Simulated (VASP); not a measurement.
**PtSe: relaxation of cell and atoms with PBEsol**

Crystal: PtSe.

```
CELL_PARAMETERS angstrom
3.70187 0.00000 0.00000
-1.85094 3.20591 0.00000
0.00000 0.00000 3.61284
ATOMIC_POSITIONS crystal
Pt 0.00000 0.00000 0.00000
Se 0.66667 0.33333 0.50000
```

| Property | Result |
| --- | --- |
| Program | VASP 6.6.1 |
| Task | relaxation of cell and atoms |
| Functional | PBEsol |
| Potentials or basis | VASP PAW PBE potentials, release 64 (Pt, Se) |
| Cutoff | 600 eV |
| k mesh | 8 × 8 × 7 |
| Occupations | fermi-dirac, width 0.05 eV |
| Spin | no spin polarisation |
| Dipole correction | no |
| Further INCAR settings | ALGO = Normal; EDIFF = 1e-06; IBRION = 2; EDIFFG = -0.01; NSW = 60; ISIF = 3 |

The relaxed volume is 18.45 Å³/atom, the relaxed cell is a = 3.697 Å, b = 3.697 Å, c = 3.117 Å, α = 90.00°, β = 90.00°, γ = 120.00° and the space group after relaxing (to 0.05 Å) is P-6m2 (No. 187). The energy gained by relaxing is 215.6 meV/atom, the ionic steps are 12 and the pressure after relaxing is 0.0 GPa. The band gap on the k mesh is zero (band 8 reaches 8.64 eV, above the bottom of band 9 at 7.72 eV).

Step by step:
```csv
step,energy change (eV),largest force (eV/Å),pressure (GPa),volume (Å³)
1,0.0000,0.0000,-16.32,42.88
2,0.1718,0.0000,38.87,30.69
3,-0.4092,0.0000,-0.75,36.50
4,-0.4098,0.0000,-0.06,36.34
5,-0.4098,0.0000,0.45,36.22
6,-0.4121,0.0000,0.42,36.27
7,-0.4184,0.0000,0.39,36.41
8,-0.4281,0.0000,0.42,36.64
9,-0.4185,0.0000,1.38,36.88
10,-0.4309,0.0000,0.55,36.75
11,-0.4202,0.0000,-3.52,37.86
12,-0.4311,0.0000,-0.01,36.89
```

Final structure:
```
CELL_PARAMETERS angstrom
3.69662 0.00000 0.00000
-1.84831 3.20136 0.00000
0.00000 0.00000 3.11740
ATOMIC_POSITIONS crystal
Pt 0.00000 0.00000 0.00000
Se 0.66667 0.33333 0.50000
```

Levels at points of the mesh, in eV from the Fermi level:
```
           k point  band 6  band 7  band 8  band 9  band 10  band 11
(0.00, 0.00, 0.00)   -2.49   -1.00    0.22    0.62     0.62     6.73
(0.50, 0.00, 0.00)   -2.64   -2.28   -1.81    1.90     3.04     7.11
```

It took 2.1 min on 1 thread of Intel(R) Xeon(R) Platinum 8488C (Sapphire Rapids) (shared host), peak memory 0.19 GiB.

Caveat: the PAW data sets were made with another functional, which shifts forces and pressure a little; spin-orbit coupling is left out, which moves the levels of the heavy elements.
